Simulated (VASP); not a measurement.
A run of VASP 6.6.1 is set up as follows.

INCAR

```
SYSTEM = LiTa4O
PREC = Accurate
ENCUT = 520
EDIFF = 1E-7
ISMEAR = 0
SIGMA = 0.1
LREAL = .False.
LASPH = .True.
NELM = 60
ALGO = Normal
ISIF = 2
LWAVE = .False.
LCHARG = .False.
GGA = PE
NBANDS = 36
```

File KPOINTS:

```
Automatic mesh
0
Gamma
  4 4 4
  0 0 0
```

POSCAR

```
LiTa4O
1.0
    6.7560090136      0.0000000000      0.0000000000
    0.0000000000      6.7560090136      0.0000000000
    0.0000000000      0.0000000000      2.7738497519
Li Ta O
1 4 1
Direct
    0.5000000000      0.5000000000      0.5000000000
    0.6995875186      0.0000000000      0.5000000000
    0.3004124814      0.0000000000      0.5000000000
    0.0000000000      0.6995875186      0.5000000000
    0.0000000000      0.3004124814      0.5000000000
    0.0000000000      0.0000000000      0.5000000000
```

Potentials or basis: VASP PAW PBE potentials, release 64 (Li_sv, Ta_pv, O).

The run is started by

```sh
$ cat potpaw_PBE.64/Li_sv/POTCAR potpaw_PBE.64/Ta_pv/POTCAR potpaw_PBE.64/O/POTCAR > POTCAR
$ mpirun -np 1 vasp_std > vasp.out
```

Q: Predict the band gap on the k mesh.

A: Zero (an odd number of electrons rules out a gap without spin polarisation).

Q: Predict the largest force.

A: 0.051 eV/Å.

Forces on the atoms (eV/Å):
```
Li   0.000  0.000  0.000
Ta  -0.051  0.000  0.000
Ta   0.051  0.000  0.000
Ta   0.000 -0.051  0.000
Ta   0.000  0.051  0.000
O    0.000  0.000  0.000
```

Caveat: the k points lie up to 0.57 Å⁻¹ apart, too coarse for converged energies and pressures of a metal; spin-orbit coupling is left out, which moves the levels of the heavy elements.
